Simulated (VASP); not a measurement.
# Fe (P6_3/mmc) in VASP: further runs

Fe is run at these levels: PBE; tasks: single point, relaxation of cell and atoms.

Everything below comes from runs of VASP 6.6.1. Logs are shortened: lines on timing, memory, paths and dates and some standing lists are left out, and cuts for length are marked.

## Step 1: The cell of the first run

The structure is hexagonal, space group P6_3/mmc (No. 194). Conventional cell: a = 3.719 Å, b = 3.719 Å, c = 4.268 Å, α = 90.00°, β = 90.00°, γ = 120.00°. Within 2.8 Å of Fe (site symmetry -6m2) lie 5 Fe at 2.13 to 2.15 Å. Within 2.8 Å of Fe (site symmetry -6m2) lie 3 Fe at 2.15 Å.

## Step 2: Single point, PBE

INCAR

```
PREC     = Accurate       # precision mode
ENCUT    = 520            # plane-wave cutoff, eV
EDIFF    = 1E-6           # SCF threshold, eV
ISMEAR   = 0              # smearing method
SIGMA    = 0.1            # smearing width, eV
LREAL    = False          # projectors in reciprocal space
LASPH    = True           # aspherical terms in the spheres
NELM     = 100            # most SCF steps
ALGO     = Normal         # electronic algorithm
ISIF     = 2              # what is computed and relaxed
LWAVE    = False          # write WAVECAR
LCHARG   = True           # write CHGCAR
GGA      = PE             # functional
LELF     = True           # ELF
LVHAR    = True         
NBANDS   = 24             # bands
```

KPOINTS

```
regular mesh
0
Gamma
  9 9 2
```

POSCAR

```
Fe
1.0
    3.7192409364      0.0000000000      0.0000000000
   -1.8596204682      3.2209571338      0.0000000000
    0.0000000000      0.0000000000      4.2684395811
Fe
4
Direct
    0.0000000000      0.0000000000      0.2500000000
    0.0000000000      0.0000000000      0.7500000000
    0.3333333333      0.6666666667      0.7500000000
    0.6666666667      0.3333333333      0.2500000000
```

Potentials or basis: VASP PAW PBE potentials, release 64 (Fe).

Started as:

```bash
> cat potpaw_PBE.64/Fe/POTCAR > POTCAR
> mpirun -np 1 vasp_std > vasp.out
```

OUTCAR:

```text
PREC = Accurate
   ENCUT = 520
   EDIFF = 1E-6
   ISMEAR = 0
   LREAL = False
   LASPH = True
   NELM = 100
   ISIF = 2
   GGA = PE

 ion  position               nearest neighbor table
   1  0.000  0.000  0.250-   2 2.13   2 2.13   4 2.15   4 2.15   4 2.15   3 3.03   3 3.03   3 3.03
                             3 3.03   3 3.03   3 3.03
   2  0.000  0.000  0.750-   1 2.13   1 2.13   3 2.15   3 2.15   3 2.15   4 3.03   4 3.03   4 3.03
                             4 3.03   4 3.03   4 3.03
   3  0.333  0.667  0.750-   2 2.15   2 2.15   2 2.15   1 3.03   1 3.03   4 3.03   4 3.03   4 3.03
                             4 3.03   1 3.03   1 3.03   1 3.03   1 3.03   4 3.03   4 3.03
   4  0.667  0.333  0.250-   1 2.15   1 2.15   1 2.15   3 3.03   2 3.03   2 3.03   3 3.03   3 3.03
                             3 3.03   2 3.03   2 3.03   2 3.03   2 3.03   3 3.03   3 3.03

  LATTYP: Found a hexagonal cell.
 ALAT       =     3.7192409364
 C/A-ratio  =     1.1476641751

  Lattice vectors:

 A1 = (   3.7192409364,   0.0000000000,   0.0000000000)
 A2 = (  -1.8596204682,   3.2209571338,   0.0000000000)
 A3 = (   0.0000000000,   0.0000000000,   4.2684395811)

Analysis of symmetry for initial positions (statically):
=====================================================================
 Subroutine PRICEL returns:
 Original cell was already a primitive cell.

 Routine SETGRP: Setting up the symmetry group for a
 hexagonal supercell.

 Subroutine GETGRP returns: Found 24 space group operations
 (whereof 12 operations were pure point group operations)
 out of a pool of 24 trial point group operations.

The static configuration has the point symmetry D_3d.
 The point group associated with its full space group is D_6h.

Analysis of symmetry for dynamics (positions and initial velocities):
=====================================================================
 Subroutine PRICEL returns:
 Original cell was already a primitive cell.

 Routine SETGRP: Setting up the symmetry group for a
 hexagonal supercell.

 Subroutine GETGRP returns: Found 24 space group operations
 (whereof 12 operations were pure point group operations)
 out of a pool of 24 trial point group operations.

The dynamic configuration has the point symmetry D_3d.
 The point group associated with its full space group is D_6h.

 Subroutine INISYM returns: Found 24 space group operations
 (whereof 12 operations are pure point group operations),
 and found     1 'primitive' translations

----------------------------------------------------------------------------------------

                                     Primitive cell

  volume of cell :      51.1338

  direct lattice vectors                    reciprocal lattice vectors
     3.719240936  0.000000000  0.000000000     0.268872067  0.155233361  0.000000000
    -1.859620468  3.220957134  0.000000000     0.000000000  0.310466721  0.000000000
     0.000000000  0.000000000  4.268439581     0.000000000  0.000000000  0.234277651

  length of vectors
     3.719240936  3.719240936  4.268439581     0.310466721  0.310466721  0.234277651

  position of ions in fractional coordinates (direct lattice)
     0.000000000  0.000000000  0.250000000
     0.000000000  0.000000000  0.750000000
     0.333333333  0.666666667  0.750000000
     0.666666667  0.333333333  0.250000000

  ion indices of the primitive-cell ions
   primitive index   ion index
                 1           1
                 2           2
                 3           3
                 4           4

----------------------------------------------------------------------------------------

 KPOINTS: regular mesh

Automatic generation of k-mesh.
 Grid dimensions read from file:
 generate k-points for:    9    9    2

 Generating k-lattice:

  Cartesian coordinates                     Fractional coordinates (reciprocal lattice)
     0.029874674  0.017248151  0.000000000     0.111111111  0.000000000  0.000000000
     0.000000000  0.034496302  0.000000000     0.000000000  0.111111111  0.000000000
     0.000000000  0.000000000  0.117138826     0.000000000  0.000000000  0.500000000

  Length of vectors
     0.034496302  0.034496302  0.117138826

  Shift w.r.t. Gamma in fractional coordinates (k-lattice)
     0.000000000  0.000000000  0.000000000

 Subroutine IBZKPT returns following result:
 ===========================================

 Found     24 irreducible k-points:

 Following reciprocal coordinates:
            Coordinates               Weight
  0.000000  0.000000  0.000000      1.000000
  0.111111 -0.000000  0.000000      6.000000
  0.222222 -0.000000  0.000000      6.000000
  0.333333 -0.000000  0.000000      6.000000
  0.444444 -0.000000  0.000000      6.000000
  0.111111  0.111111  0.000000      6.000000
[... 16 lines left out ...]
  0.333333  0.222222  0.500000     12.000000
  0.333333  0.333333  0.500000      2.000000
   k-points           NKPTS =     24   k-points in BZ     NKDIM =     24   number of bands    NBANDS=     24
   number of dos      NEDOS =    301   number of ions     NIONS =      4
   total plane-waves  NPLWV =  25088
   dimension x,y,z NGX =    28 NGY =   28 NGZ =   32
   dimension x,y,z NGXF=    56 NGYF=   56 NGZF=   64
   ions per type =               4
   NGX,Y,Z   is equivalent  to a cutoff of  12.52, 12.52, 12.46 a.u.
   NGXF,Y,Z  is equivalent  to a cutoff of  25.03, 25.03, 24.93 a.u.
 SYSTEM =  unknown system
   PREC   = accura    normal or accurate (medium, high low for compatibility)
   ISTART =      0    job   : 0-new  1-cont  2-samecut
   ICHARG =      2    charge: 1-file 2-atom 10-const
   ISPIN  =      1    spin polarized calculation?
   LNONCOLLINEAR =      F non collinear calculations
   LSORBIT =      F    spin-orbit coupling
   LASPH  =      T    aspherical Exc in radial PAW
   ENCUT  =  520.0 eV  38.22 Ry    6.18 a.u.   6.92  6.92  7.94*2*pi/ulx,y,z
   NELM   =    100;   NELMIN=  2; NELMDL= -5     # of ELM steps
   EDIFF  = 0.1E-05   stopping-criterion for ELM
   LREAL  =      F    real-space projection
   EDIFFG = 0.1E-04   stopping-criterion for IOM
   NSW    =      0    number of steps for IOM
   IBRION =     -1    ionic relax: 0-MD 1-quasi-New 2-CG
   NFREE  =      0    steps in history (QN), initial steepest desc. (CG)
   ISIF   =      2    stress and relaxation
   ISYM   =      2    0-nonsym 1-usesym 2-fastsym
   POTIM  = 0.5000    time-step for ionic-motion
   TEBEG  =    0.0;   TEEND  =   0.0 temperature during run
   PSTRESS=    0.0 pullay stress
   NELECT =      32.0000    total number of electrons
   NUPDOWN=      -1.0000    fix difference up-down
   EMIN   =  10.00;   EMAX   =-10.00  energy-range for DOS
   EFERMI =   0.00;   METHOD = LEGACY
   ISMEAR =     0;   SIGMA  =   0.10  broadening in eV -4-tet -1-fermi 0-gaus
   EFERMI_NEDOS =   21; number of points for ismear=-14 and -15
   IALGO  =     38    algorithm
   IMIX   =      4    mixing-type and parameters
     AMIX     =   0.40;   BMIX     =  1.00
     AMIX_MAG =   1.60;   BMIX_MAG =  1.00
  volume/ion in A,a.u.               =      12.78        86.27
  Fermi-wavevector in a.u.,A,eV,Ry     =   1.400303  2.646189 26.678964  1.960849
  Thomas-Fermi vector in A             =   2.523277
   LORBIT       =      0    0 simple, 1 ext, 2 COOP (PROOUT), +10 PAW based schemes
   GGA     = PE    functional components
   LHFCALC =     F    Hartree Fock is set to
   AEXX    =    0.0000 exact exchange contribution
   IVDW    =     0    specifies the selected vdW correction
   LEPSILON=     F    determine dielectric tensor
   LRPA    =     F    only Hartree local field effects (RPA)
 non-spin polarized calculation
 Gauss-broadening in eV      SIGMA  =   0.10
  energy-cutoff  :      520.00
  volume of cell :       51.13
 maximum number of plane-waves:      1396
 NGX is ok and might be reduce to    28
   NGX = 13   NGY = 13   NGZ = 15

 number of electron      32.0000017 magnetization

 Free energy of the ion-electron system (eV)
  ---------------------------------------------------
  ext. energy  EPLUGINS =         0.00000000
  ---------------------------------------------------
  free energy    TOTEN  =       -28.34977599 eV

  energy without entropy =      -28.30569528  energy(sigma->0) =      -28.32773563

 E-fermi :   4.9785     XC(G=0): -12.2978

 val. band max:        4.9467625073   @ k =   0.0000   0.0000   0.5000
 cond. band min:       4.9869902391   @ k =   0.0000   0.0000   0.0000
 fundamental gap:      0.0402277318
 Fermi energy:         4.9785234804

 k-point     1 :       0.0000    0.0000    0.0000
  band No.  band energies     occupation
      1      -2.7875      2.00000
      2       1.0008      2.00000
      3       1.2983      2.00000
      4       1.3842      2.00000
      5       1.3842      2.00000
      6       2.5777      2.00000
[... 16 lines left out ...]
     23      11.4917      0.00000
     24      12.9569      0.00000

 k-point     2 :       0.1111   -0.0000    0.0000
  band No.  band energies     occupation
      1      -2.5937      2.00000
      2       1.0156      2.00000
      3       1.2842      2.00000
      4       1.3033      2.00000
      5       1.4391      2.00000
      6       2.2383      2.00000
[... 16 lines left out ...]
     23      11.3520      0.00000
     24      11.5345      0.00000

 k-point     3 :       0.2222   -0.0000    0.0000
  band No.  band energies     occupation
      1      -2.0305      2.00000
      2       1.0548      2.00000
      3       1.0684      2.00000
      4       1.1329      2.00000
      5       1.7105      2.00000
      6       1.8404      2.00000
[... 16 lines left out ...]
     23       9.1988      0.00000
     24      10.2611      0.00000
[... 514 lines left out ...]
 k-point    23 :       0.3333    0.2222    0.5000
  band No.  band energies     occupation
      1       0.9130      2.00000
      2       0.9130      2.00000
      3       1.1421      2.00000
      4       1.1421      2.00000
      5       2.0526      2.00000
      6       2.0526      2.00000
[... 16 lines left out ...]
     23       7.6707      0.00000
     24       7.6707      0.00000

 k-point    24 :       0.3333    0.3333    0.5000
  band No.  band energies     occupation
      1       0.9492      2.00000
      2       0.9492      2.00000
      3       1.0477      2.00000
      4       1.0477      2.00000
      5       2.0613      2.00000
      6       2.0613      2.00000
[... 16 lines left out ...]
     23       7.1316      0.00000
     24       7.1316      0.00000

------------------------ aborting loop because EDIFF is reached ----------------------------------------

  FORCE on cell =-STRESS in cart. coord.  units (eV):
  Direction    XX          YY          ZZ          XY          YZ          ZX
  --------------------------------------------------------------------------------------
  -------------------------------------------------------------------------------------
  Total       -0.3384037     -0.3384037     -0.3298749      0.0000000      0.0000000      0.0000000
  in kB      -10.6032086    -10.6032086    -10.3359738      0.0000000      0.0000000      0.0000000
  external PRESSURE =     -10.5141303 kB  Pullay stress =       0.0000000 kB

 VOLUME and BASIS-vectors are now :
 -----------------------------------------------------------------------------
  energy-cutoff  :      520.00
  volume of cell :       51.13
      direct lattice vectors                 reciprocal lattice vectors
     3.719240936  0.000000000  0.000000000     0.268872067  0.155233361  0.000000000
    -1.859620468  3.220957134  0.000000000     0.000000000  0.310466721  0.000000000
     0.000000000  0.000000000  4.268439581     0.000000000  0.000000000  0.234277651

 POSITION                                       TOTAL-FORCE (eV/Angst)
 -----------------------------------------------------------------------------------
      0.00000      0.00000      1.06711        -0.000000     -0.000000      0.000000
      0.00000      0.00000      3.20133         0.000000      0.000000      0.000000
     -0.00000      2.14730      3.20133         0.000000     -0.000000     -0.000000
      1.85962      1.07365      1.06711         0.000000      0.000000      0.000000
 -----------------------------------------------------------------------------------
    total drift:                                0.000000     -0.000000      0.000000

  FREE ENERGIE OF THE ION-ELECTRON SYSTEM (eV)
  ---------------------------------------------------
  free  energy   TOTEN  =       -28.3497759870 eV

  energy  without entropy=      -28.3056952758  energy(sigma->0) =      -28.32773563
```

Run time: 15 s. Hardware: 1 thread of Intel Xeon 6975P-C (Granite Rapids), shared host; peak memory 0.16 GiB.

What came out:

```yaml
Free_energy: -28.3498 eV
Pressure: -1.1 GPa
Band_gap_on_the_k_mesh: zero (band 16 reaches 5.38 eV, above the bottom of band 17 at 4.69 eV)
```

Levels at points of the mesh, in eV from the Fermi level:
```
           k point  band 14  band 15  band 16  band 17  band 18  band 19
(0.00, 0.00, 0.00)    -1.16    -1.16    -0.52     0.01     0.23     0.23
(0.00, 0.00, 0.50)    -0.98    -0.98    -0.98    -0.17    -0.17    -0.03
```

Caveat: the k points lie up to 0.74 Å⁻¹ apart; the run has no spin polarisation, though such a crystal can be magnetic. Spin polarisation is off, so any magnetic state and its effect on volume and gap are missing.

[end of part 1 of 3]
